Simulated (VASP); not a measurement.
# MoSe (Pm-3m) in VASP: notebook, part 2 of 2

VASP 6.6.1.

**4. Single point, HSE06**

POSCAR

```
MoSe
1.0
    3.5002295900      0.0000000000      0.0000000000
    0.0000000000      3.5002295900      0.0000000000
    0.0000000000      0.0000000000      3.5002295900
Mo Se
1 1
Direct
    0.0000000000      0.0000000000      0.0000000000
    0.5000000000      0.5000000000      0.5000000000
```

INCAR.step1

```
SYSTEM = MoSe
PREC     = Accurate       ! precision mode
ENCUT    = 520            ! plane-wave cutoff, eV
EDIFF    = 1E-5           ! SCF threshold, eV
ISMEAR   = -1             ! smearing method
SIGMA    = 0.1            ! smearing width, eV
LREAL    = .FALSE.        ! projectors in reciprocal space
LASPH    = .TRUE.         ! aspherical terms in the spheres
NELM     = 80             ! most SCF steps
ALGO     = Normal         ! electronic algorithm
ISIF     = 2              ! what is computed and relaxed
LWAVE    = .TRUE.         ! write WAVECAR
LCHARG   = .FALSE.        ! write CHGCAR
NBANDS   = 17             ! bands
GGA      = PE             ! functional
```

INCAR.step2

```
SYSTEM = MoSe
PREC     = Accurate       ! precision mode
ENCUT    = 520            ! plane-wave cutoff, eV
EDIFF    = 1E-7           ! SCF threshold, eV
ISMEAR   = -1             ! smearing method
SIGMA    = 0.1            ! smearing width, eV
LREAL    = .FALSE.        ! projectors in reciprocal space
LASPH    = .TRUE.         ! aspherical terms in the spheres
NELM     = 80             ! most SCF steps
ALGO     = Normal         ! electronic algorithm
ISIF     = 2              ! what is computed and relaxed
LWAVE    = .FALSE.        ! write WAVECAR
LCHARG   = .FALSE.        ! write CHGCAR
GGA      = PE             ! functional
LHFCALC  = .TRUE.         ! exact exchange
HFSCREEN = 0.2079         ! screening, 1/A
PRECFOCK = Normal       
NBANDS   = 17             ! bands
ISTART   = 1
```

KPOINTS

```
Automatic mesh
0
G
  4 4 4
  0 0 0
```

Potentials or basis: VASP PAW PBE potentials, release 64 (Mo_sv, Se).

Command:

```sh
$ cat potpaw_PBE.64/Mo_sv/POTCAR potpaw_PBE.64/Se/POTCAR > POTCAR
$ cp INCAR.step1 INCAR
$ mpirun -np 1 vasp_std > vasp.out
$ cp INCAR.step2 INCAR
$ mpirun -np 1 vasp_std > vasp.out
```

OUTCAR:

```text
SYSTEM = MoSe
   PREC = Accurate
   ENCUT = 520
   EDIFF = 1E-7
   ISMEAR = -1
   LREAL = .FALSE.
   LASPH = .TRUE.
   NELM = 80
   ISIF = 2
   GGA = PE
   LHFCALC = .TRUE.
   HFSCREEN = 0.2079
   PRECFOCK = Normal
   ISTART = 1

 ion  position               nearest neighbor table
   1  0.000  0.000  0.000-   2 3.03   2 3.03   2 3.03   2 3.03   2 3.03   2 3.03   2 3.03   2 3.03

   2  0.500  0.500  0.500-   1 3.03   1 3.03   1 3.03   1 3.03   1 3.03   1 3.03   1 3.03   1 3.03

  LATTYP: Found a simple cubic cell.
 ALAT       =     3.5002295900

  Lattice vectors:

 A1 = (   3.5002295900,   0.0000000000,   0.0000000000)
 A2 = (   0.0000000000,   3.5002295900,   0.0000000000)
 A3 = (   0.0000000000,   0.0000000000,   3.5002295900)

Analysis of symmetry for initial positions (statically):
=====================================================================
 Subroutine PRICEL returns:
 Original cell was already a primitive cell.

 Routine SETGRP: Setting up the symmetry group for a
 simple cubic supercell.

 Subroutine GETGRP returns: Found 48 space group operations
 (whereof 48 operations were pure point group operations)
 out of a pool of 48 trial point group operations.

The static configuration has the point symmetry O_h .

Analysis of symmetry for dynamics (positions and initial velocities):
=====================================================================
 Subroutine PRICEL returns:
 Original cell was already a primitive cell.

 Routine SETGRP: Setting up the symmetry group for a
 simple cubic supercell.

 Subroutine GETGRP returns: Found 48 space group operations
 (whereof 48 operations were pure point group operations)
[... 106 lines left out ...]
     AMIX     =   0.40;   BMIX     =  1.00
     AMIX_MAG =   1.60;   BMIX_MAG =  1.00
  volume/ion in A,a.u.               =      21.44       144.70
  Fermi-wavevector in a.u.,A,eV,Ry     =   1.269565  2.399130 21.929809  1.611795
  Thomas-Fermi vector in A             =   2.402599
   LORBIT       =      0    0 simple, 1 ext, 2 COOP (PROOUT), +10 PAW based schemes
   GGA     = PE    functional components
   LHFCALC =     T    Hartree Fock is set to
   PRECFOCK=normal    Normal, Fast or Accurate (Low or Medium for compatibility)
   ENCUT4O =  -1.0   cutoff for four orbital integrals eV
   NKREDX  =     1    reduce k-point grid by
   NKREDY  =     1    reduce k-point grid by
   NKREDZ  =     1    reduce k-point grid by
   AEXX    =    0.2500 exact exchange contribution
   HFSCREEN=    0.2079 screening length (either q_TF or 0.3 A-1)
   HFSCREENC=   0.2079 screening length for correlation (either q_TF or 0.3 A-1)
   ENCUTFOCK=  -1.0 apply spherical cutoff to Coloumb kernel
   IVDW    =     0    specifies the selected vdW correction
   LEPSILON=     F    determine dielectric tensor
   LRPA    =     F    only Hartree local field effects (RPA)
 non-spin polarized calculation
  energy-cutoff  :      520.00
  volume of cell :       42.88
 maximum number of plane-waves:      1189
 NGX is ok and might be reduce to    28
  NGX = 20; NGY = 20; NGZ = 20

 number of electron      20.0000003 magnetization

 Free energy of the ion-electron system (eV)
  ---------------------------------------------------
  ext. energy  EPLUGINS =         0.00000000
  ---------------------------------------------------
  free energy    TOTEN  =       -15.25546529 eV

  energy without entropy =      -15.14972951  energy(sigma->0) =      -15.20259740

 E-fermi :   6.9677     XC(G=0):  -9.0666

 val. band max:        6.8979584274   @ k =   0.2500   0.2500   0.0000
 cond. band min:       6.9852183381   @ k =   0.2500   0.2500   0.0000
 fundamental gap:      0.0872599107
 Fermi energy:         6.9676594516

 k-point     1 :       0.0000    0.0000    0.0000
  band No.  band energies     occupation
      1     -58.7510      2.00000
      2     -31.3128      2.00000
      3     -31.3128      2.00000
      4     -31.3128      2.00000
      5      -9.1491      2.00000
      6       4.0271      2.00000
[... 177 lines left out ...]
      4     -31.4057      2.00000
      5      -6.8256      2.00000
      6       0.7773      2.00000
[... 9 lines left out ...]
     16      10.1723      0.00000
     17      14.6510      0.00000

------------------------ aborting loop because EDIFF is reached ----------------------------------------

  FORCE on cell =-STRESS in cart. coord.  units (eV):
  Direction    XX          YY          ZZ          XY          YZ          ZX
  --------------------------------------------------------------------------------------
  -------------------------------------------------------------------------------------
  Total       -8.1819802     -8.1819802     -8.1819802      0.0000000      0.0000000     -0.0000000
  in kB     -305.6887176   -305.6887176   -305.6887176      0.0000000      0.0000000     -0.0000000
  external PRESSURE =    -305.6887176 kB  Pullay stress =       0.0000000 kB

 VOLUME and BASIS-vectors are now :
 -----------------------------------------------------------------------------
  energy-cutoff  :      520.00
  volume of cell :       42.88
      direct lattice vectors                 reciprocal lattice vectors
     3.500229590  0.000000000  0.000000000     0.285695545  0.000000000  0.000000000
     0.000000000  3.500229590  0.000000000     0.000000000  0.285695545  0.000000000
     0.000000000  0.000000000  3.500229590     0.000000000  0.000000000  0.285695545

 POSITION                                       TOTAL-FORCE (eV/Angst)
 -----------------------------------------------------------------------------------
      0.00000      0.00000      0.00000         0.000000      0.000000      0.000000
      1.75011      1.75011      1.75011         0.000000      0.000000      0.000000
 -----------------------------------------------------------------------------------
    total drift:                                0.000000      0.000000      0.000000

  FREE ENERGIE OF THE ION-ELECTRON SYSTEM (eV)
  ---------------------------------------------------
  free  energy   TOTEN  =       -15.2554652933 eV

  energy  without entropy=      -15.1497295088  energy(sigma->0) =      -15.20259740
```

OUTCAR.step1:

```text
SYSTEM = MoSe
   PREC = Accurate
   ENCUT = 520
   EDIFF = 1E-5
   ISMEAR = -1
   LREAL = .FALSE.
[... 406 lines left out ...]
      0.00000      0.00000      0.00000         0.000000      0.000000      0.000000
      1.75011      1.75011      1.75011         0.000000      0.000000      0.000000
 -----------------------------------------------------------------------------------
    total drift:                               -0.000000      0.000000     -0.000000

  FREE ENERGIE OF THE ION-ELECTRON SYSTEM (eV)
  ---------------------------------------------------
  free  energy   TOTEN  =       -12.9763882349 eV

  energy  without entropy=      -12.8695196457  energy(sigma->0) =      -12.92295394
```

Wall time 19 min (1 thread of Intel Xeon Platinum 8259CL at 2.50GHz (Skylake/Cascade Lake), shared host); peak memory 0.26 GiB.

What came out:

* Free energy: -15.2555 eV
* Pressure: -30.6 GPa
* Band gap on the k mesh: zero (bands 10 and 11 overlap by 1.76 eV)

Caveat: the k points lie up to 0.45 Å⁻¹ apart, too coarse for converged energies and pressures of a metal; the PAW data sets were made with another functional, which shifts forces and pressure a little.

**5. Single point, HSE06**

POSCAR is that of step 4.

INCAR.step1

```
  PREC = Accurate
  ENCUT = 520
  EDIFF = 1E-5
  ISMEAR = -1
  SIGMA = 0.1
  LREAL = F
  LASPH = T
  NELM = 60
  ALGO = Normal
  ISIF = 2
  LWAVE = T
  GGA = PE
  NBANDS = 17
```

INCAR.step2

```
  PREC = Accurate
  ENCUT = 520
  EDIFF = 1E-6
  ISMEAR = -1
  SIGMA = 0.1
  LREAL = F
  LASPH = T
  NELM = 60
  ALGO = Normal
  ISIF = 2
  LWAVE = F
  LCHARG = T
  GGA = PE
  LHFCALC = T
  HFSCREEN = 0.2079
  PRECFOCK = Normal
  LELF = T
  LVHAR = T
  ISTART = 1
  NBANDS = 17
```

KPOINTS

```
Automatic mesh
0
Gamma
  4 4 4
```

Command:

```sh
$ cat potpaw_PBE.64/Mo_sv/POTCAR potpaw_PBE.64/Se/POTCAR > POTCAR
$ cp INCAR.step1 INCAR
$ mpirun -np 1 vasp_std > vasp.out
$ cp INCAR.step2 INCAR
$ mpirun -np 1 vasp_std > vasp.out
```

Run time: 17 min. Hardware: 1 thread of Intel Xeon Platinum 8259CL at 2.50GHz (Skylake/Cascade Lake), shared host; peak memory 0.27 GiB.

The run converged. Its results:

- Free energy: -15.2555 eV
- Pressure: -30.6 GPa
- Band gap on the k mesh: zero (bands 10 and 11 overlap by 1.76 eV)

Levels at points of the mesh, in eV from the Fermi level:
```csv
k point,band 6,band 7,band 8,band 9,band 10,band 11,band 12,band 13,band 14,band 15
"(0.00, 0.00, 0.00)",-2.94,-2.94,-2.10,-2.10,-2.10,0.63,0.63,0.63,1.11,8.91
"(0.50, 0.00, 0.00)",-7.55,-3.24,-3.24,-2.41,0.79,0.94,2.91,2.91,4.40,6.52
"(0.50, 0.50, 0.00)",-5.50,-5.50,-2.75,-0.85,-0.54,-0.54,-0.14,1.19,3.60,9.19
"(0.50, 0.50, 0.50)",-6.19,-6.19,-6.19,1.22,1.22,2.87,2.87,2.87,3.20,3.20
```

Caveat: the k points lie up to 0.45 Å⁻¹ apart, too coarse for converged energies and pressures of a metal; the PAW data sets were made with another functional, which shifts forces and pressure a little.

**6. Overview**

| level | k mesh | smearing | grid for exact exchange (PRECFOCK) | share of exact exchange | screening parameter | gap on the mesh (eV) | pressure (GPa) |
| --- | --- | --- | --- | --- | --- | --- | --- |
| r2SCAN | 10 × 10 × 10 | gaussian 0.05 eV | - | - | - | none | -28.0 |
| r2SCAN | 12 × 12 × 12 | gaussian 0.05 eV | - | - | - | none | -28.2 |
| HSE06 | 4 × 4 × 4 | fermi-dirac 0.1 eV | Normal | 0.25 | 0.2079 1/Å | none | -30.6 |

Alike in all rows: task single point; potentials or basis VASP PAW PBE potentials, release 64 (Mo_sv, Se); no spin polarisation; cell as given; cutoff (eV) 520.

Caveats: some runs use coarse meshes; the PAW data sets were made with another functional, which shifts forces and pressure a little; the cell stands under tension (at least some runs).

Absolute energies hang on the potentials; compare differences alone.
